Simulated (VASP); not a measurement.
A run of VASP 6.6.1 is set up as follows.

Contents of INCAR:

```
PREC     = Accurate       # precision mode
ENCUT    = 520            # plane-wave cutoff, eV
EDIFF    = 1E-8           # SCF threshold, eV
ISMEAR   = -1             # smearing method
SIGMA    = 0.05           # smearing width, eV
LREAL    = F              # projectors in reciprocal space
LASPH    = T              # aspherical terms in the spheres
NELM     = 60             # most SCF steps
ALGO     = Normal         # electronic algorithm
ISIF     = 2              # what is computed and relaxed
LWAVE    = F              # write WAVECAR
LCHARG   = F              # write CHGCAR
LEFG     = T            
ISYM     = 0            
NBANDS   = 12             # bands
```

Contents of KPOINTS:

```
regular mesh
0
Gamma
  12 12 14
```

The input POSCAR:

```
In
1.0
   -1.6097231193      1.6097231193      2.4489588974
    1.6097231193     -1.6097231193      2.4489588974
    1.6097231193      1.6097231193     -2.4489588974
In
1
Direct
    0.0000000000      0.0000000000      0.0000000000
```

Potentials or basis: VASP PAW LDA potentials, release 64 (In_d).

Launch:

```console
$ cat potpaw_LDA.64/In_d/POTCAR > POTCAR
$ mpirun -np 1 vasp_std > vasp.out
```

Question: Estimate the pressure.

Answer: -1.3 GPa.

Question: What does it give for the band gap on the k mesh?

Answer: Zero (an odd number of electrons rules out a gap without spin polarisation).

Electric field gradients, principal values (V/Å²):
| atom | least | middle | greatest (by size) |
| --- | --- | --- | --- |
| 1 In | -7.468 | -12.114 | 19.582 |

Caveat: without QUAD_EFG the Cq values of the log hold for a quadrupole moment of 1 mb, not for the nuclei; spin-orbit coupling is left out, which moves the levels of the heavy elements.
